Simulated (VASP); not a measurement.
The system is AlN.

```xyz
4
Lattice="3.1299 0.0000 -0.2347 -1.5649 2.7106 0.1174 -0.3763 0.0000 5.2176" Properties=species:S:1:pos:R:3 pbc="T T T"
Al   -0.0007    1.8070    0.0090
Al    1.3762    0.9035    2.5005
N    -0.1442    1.8070    1.9998
N     1.2326    0.9035    4.4912
```

This cell differs from its parent crystal: engineering shear strain xz -0.1500, normal strain along z +0.0400.

| Property | Result |
| --- | --- |
| Program | VASP 6.6.1 |
| Task | relaxation of the atoms |
| Functional | PBE |
| Potentials or basis | VASP PAW PBE potentials, release 64 (Al, N) |
| Cutoff | 520 eV |
| k mesh | 9 × 9 × 6 |
| Occupations | gaussian, width 0.05 eV |
| Spin | no spin polarisation |

At the start: pressure -5.2 GPa; volume 11.01 Å³/atom.

Question: Where does the relaxation end?

Answer: Over 9 steps the energy falls by 13.1 meV/atom at a fixed cell; space group Cc (No. 9, to 0.1 Å) before and after.

Step by step:
```tsv
step	energy change (eV)	largest force (eV/Å)	pressure (GPa)
1	0.0000	0.8812	-5.16
2	-0.0429	0.3593	-6.84
3	-0.0497	0.1725	-6.52
4	-0.0519	0.0372	-6.64
5	-0.0519	0.0356	-6.63
6	-0.0520	0.0209	-6.62
7	-0.0521	0.0257	-6.60
8	-0.0522	0.0124	-6.61
9	-0.0522	0.0083	-6.62
```

Final structure:
```xyz
4
Lattice="3.1299 0.0000 -0.2347 -1.5649 2.7106 0.1174 -0.3763 0.0000 5.2176" Properties=species:S:1:pos:R:3 pbc="T T T"
Al    0.0232    1.8072    0.0287
Al    1.4000    0.9034    2.5201
N    -0.1681    1.8216    1.9801
N     1.2088    0.8889    4.4716
```

Caveat: the cell differs from its parent crystal (engineering shear strain xz -0.1500, normal strain along z +0.0400).
